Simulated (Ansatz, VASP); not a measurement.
# One calculation of PbS, two programs

File INCAR:

```
SYSTEM = PbS
PREC = Accurate ; ENCUT = 500
EDIFF = 1E-6 ; ISMEAR = 0
SIGMA = 0.01 ; LREAL = .False.
LASPH = .True. ; NELM = 120
ALGO = Normal ; ISIF = 2
LWAVE = .False. ; LCHARG = .False.
GGA = CA ; NBANDS = 17
GGA_COMPAT = .False.
```

Contents of KPOINTS:

```
Automatic mesh
0
Gamma
  6 6 6
  0 0 0
```

File POSCAR:

```
PbS
1.0
    4.1942040000      0.0000000000      0.0000000000
    2.0971020000      3.6322872127      0.0000000000
    2.0971020000      1.2107624042      3.4245532257
Pb S
1 1
Direct
    0.0000000000      0.0000000000      0.0000000000
    0.5000000000      0.5000000000      0.5000000000
```

Input for Ansatz:

```yaml
crystal:
  lattice:
    - [4.194204, 0.0, 0.0]
    - [2.0971020000000005, 3.6322872126543073, 0.0]
    - [2.0971020000000005, 1.2107624042181027, 3.424553225713392]
  atoms:
    - { symbol: Pb, position: [0.0, 0.0, 0.0] }
    - { symbol: S, position: [0.5000000000000001, 0.49999999999999994, 0.5] }
kpoints:
  mp_grid:
    grid: [6, 6, 6]
hamiltonian:
  xc: lda
scf:
  occupations:
    method: fixed
output:
  eigenvalues: true
```

Alike in both runs: task single point; functional LDA; k mesh 6 × 6 × 6; no spin polarisation.

```csv
,VASP,Ansatz
version,VASP 6.6.1,Ansatz 0.2.0
potentials or method,"VASP PAW LDA potentials, release 64 (Pb_d, S)","plane waves, PAW"
plane-wave cutoff (eV),500,420
occupations,"gaussian, width 0.01 eV",fixed
valence electrons in the cell,20,20
```

|  | VASP | Ansatz | Ansatz less VASP |
| --- | --- | --- | --- |
| gap on the k mesh at the Fermi level (eV) | 0.21 | 0.23 | +0.024 |

LDA's correlation is that of Perdew and Zunger in VASP and of Perdew and Wang (1992) in Ansatz.

Neither program's run includes spin-orbit coupling.
